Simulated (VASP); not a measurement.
# Ag (I4/mmm) in VASP: notebook, part 2 of 2

VASP 6.6.1. Earlier steps stand in the parts before.

## Step 5: Single point, PBEsol (strain +0.000 along x and y, -0.025 along z)

Contents of INCAR:

```
ALGO = Normal
EDIFF = 1E-6
ENCUT = 520
GGA = PS
ISIF = 2
ISMEAR = 0
LASPH = True
LCHARG = False
LREAL = False
LWAVE = False
NBANDS = 12
NELM = 80
PREC = Accurate
SIGMA = 0.15
```

Contents of KPOINTS:

```
k-points
0
Gamma
  20 20 20
```

Contents of POSCAR:

```
Ag
1.0
    0.0000000000      2.0431000000      1.9920225000
    2.0431000000      0.0000000000      1.9920225000
    2.0431000000      2.0431000000      0.0000000000
Ag
1
Direct
    0.0000000000      0.0000000000      0.0000000000
```

Potentials or basis: VASP PAW PBE potentials, release 64 (Ag).

Command:

```sh
$ cat potpaw_PBE.64/Ag/POTCAR > POTCAR
$ mpirun -np 1 vasp_std > vasp.out
```

OUTCAR:

```text
EDIFF = 1E-6
   ENCUT = 520
   GGA = PS
   ISIF = 2
   ISMEAR = 0
   LASPH = True
   LREAL = False
   NELM = 80
   PREC = Accurate

 ion  position               nearest neighbor table
   1  0.000  0.000  0.000-

  LATTYP: Found a body centered tetragonal cell.
 ALAT       =     2.8893797293
 C/A-ratio  =     1.3788582233

  Lattice vectors:

 A1 = (   0.0000000000,  -2.0431000000,  -1.9920225000)
 A2 = (   0.0000000000,   2.0431000000,  -1.9920225000)
 A3 = (   2.0431000000,   0.0000000000,   1.9920225000)

Analysis of symmetry for initial positions (statically):
=====================================================================
 Subroutine PRICEL returns:
 Original cell was already a primitive cell.

 Routine SETGRP: Setting up the symmetry group for a
 body centered tetragonal supercell.

 Subroutine GETGRP returns: Found 16 space group operations
 (whereof 16 operations were pure point group operations)
 out of a pool of 16 trial point group operations.

The static configuration has the point symmetry D_4h.

Analysis of symmetry for dynamics (positions and initial velocities):
=====================================================================
[... 170 lines left out ...]
      5       4.7273      2.00000
      6       4.8979      2.00000
      7      24.6301      0.00000
      8      28.2188      0.00000
      9      28.2188      0.00000
     10      28.5891      0.00000
     11      33.2232      0.00000
     12      34.3095      0.00000
[... 331 lines left out ...]
 k-point    24 :      -0.3500    0.0500    0.0000
  band No.  band energies     occupation
      1       2.1735      2.00000
      2       3.7455      2.00000
      3       3.8525      2.00000
      4       5.0966      2.00000
      5       5.2920      2.00000
      6       6.1862      2.00000
      7      15.5631      0.00000
      8      24.3127      0.00000
      9      26.4704      0.00000
     10      27.7143      0.00000
     11      31.3267      0.00000
     12      31.8737      0.00000

 [... further k-points ...]

------------------------ aborting loop because EDIFF is reached ----------------------------------------

  FORCE on cell =-STRESS in cart. coord.  units (eV):
  Direction    XX          YY          ZZ          XY          YZ          ZX
  --------------------------------------------------------------------------------------
  -------------------------------------------------------------------------------------
  Total       -0.0327768     -0.0327768      0.0675664      0.0000000     -0.0000000      0.0000000
  in kB       -3.1577245     -3.1577245      6.5093579      0.0000000     -0.0000000      0.0000000
  external PRESSURE =       0.0646363 kB  Pullay stress =       0.0000000 kB

 VOLUME and BASIS-vectors are now :
 -----------------------------------------------------------------------------
  energy-cutoff  :      520.00
  volume of cell :       16.63
      direct lattice vectors                 reciprocal lattice vectors
     0.000000000  2.043100000  1.992022500    -0.244726151  0.244726151  0.251001181
     2.043100000  0.000000000  1.992022500     0.244726151 -0.244726151  0.251001181
     2.043100000  2.043100000  0.000000000     0.244726151  0.244726151 -0.251001181

 POSITION                                       TOTAL-FORCE (eV/Angst)
 -----------------------------------------------------------------------------------
      0.00000      0.00000      0.00000         0.000000      0.000000      0.000000
 -----------------------------------------------------------------------------------
    total drift:                               -0.000000      0.000000      0.000000

  FREE ENERGIE OF THE ION-ELECTRON SYSTEM (eV)
  ---------------------------------------------------
  free  energy   TOTEN  =        -3.3117621944 eV

  energy  without entropy=       -3.3094388962  energy(sigma->0) =       -3.31060055
```

stdout:

```text
POSCAR found type information on POSCAR Ag
 POSCAR found :  1 types and       1 ions
 scaLAPACK will be used
 -----------------------------------------------------------------------------
|                                                                             |
|                                                                             |
|     You enforced a specific xc type in the INCAR file but a different       |
|     I HOPE YOU KNOW WHAT YOU ARE DOING!                                     |
|                                                                             |
 -----------------------------------------------------------------------------

 LDA part: xc-table for (Slater+PW92), standard interpolation
 POSCAR, INCAR and KPOINTS ok, starting setup
 FFT: planning ... GRIDC
 FFT: planning ... GRID_SOFT
 FFT: planning ... GRID
 WAVECAR not read
 entering main loop
```

Run time: 44 s. Hardware: 1 thread of Intel Xeon 6975P-C (Granite Rapids), shared host; peak memory 0.24 GiB.

What came out:

* Free energy: -3.3118 eV
* Pressure: 0.0 GPa

Levels at points of the mesh, in eV from the Fermi level:
| k point | band 3 | band 4 | band 5 | band 6 | band 7 | band 8 | band 9 | band 10 |
| --- | --- | --- | --- | --- | --- | --- | --- | --- |
| (0.00, 0.00, 0.00) | -4.91 | -4.74 | -3.85 | -3.68 | 16.06 | 19.65 | 19.65 | 20.02 |
| (0.50, 0.00, 0.00) | -4.79 | -2.96 | -2.89 | -0.52 | 3.74 | 15.25 | 17.78 | 18.42 |
| (0.50, 0.50, 0.00) | -2.96 | -2.70 | -2.70 | 1.83 | 7.35 | 10.43 | 10.43 | 17.18 |
| (0.50, 0.00, 0.50) | -2.96 | -2.77 | -2.65 | 1.38 | 6.71 | 10.87 | 10.92 | 17.62 |

Caveat: the cell differs from its parent crystal (strain +0.000 along x and y, -0.025 along z); the PAW data sets were made with another functional, which shifts forces and pressure a little.

## Step 6: Overview

```csv
cell,gap on the mesh (eV),pressure (GPa)
"a = 2.781, b = 2.781, c = 2.817 Å, angles 59.6, 59.6, 60.9°, 1 atom",none,11.3
"a = 2.855, b = 2.855, c = 2.745 Å, angles 61.3, 61.3, 57.5°, 1 atom",none,7.5
"a = 2.853, b = 2.853, c = 2.817 Å, angles 60.4, 60.4, 59.2°, 1 atom",none,3.4
"a = 2.853, b = 2.853, c = 2.889 Å, angles 59.6, 59.6, 60.8°, 1 atom",none,0.0
```

Alike in all rows: task single point; level PBEsol; potentials or basis VASP PAW PBE potentials, release 64 (Ag); no spin polarisation; k mesh 20 × 20 × 20; cutoff (eV) 520; smearing gaussian 0.15 eV.

Caveats: the PAW data sets were made with another functional, which shifts forces and pressure a little.

Absolute energies hang on the potentials; compare differences alone.
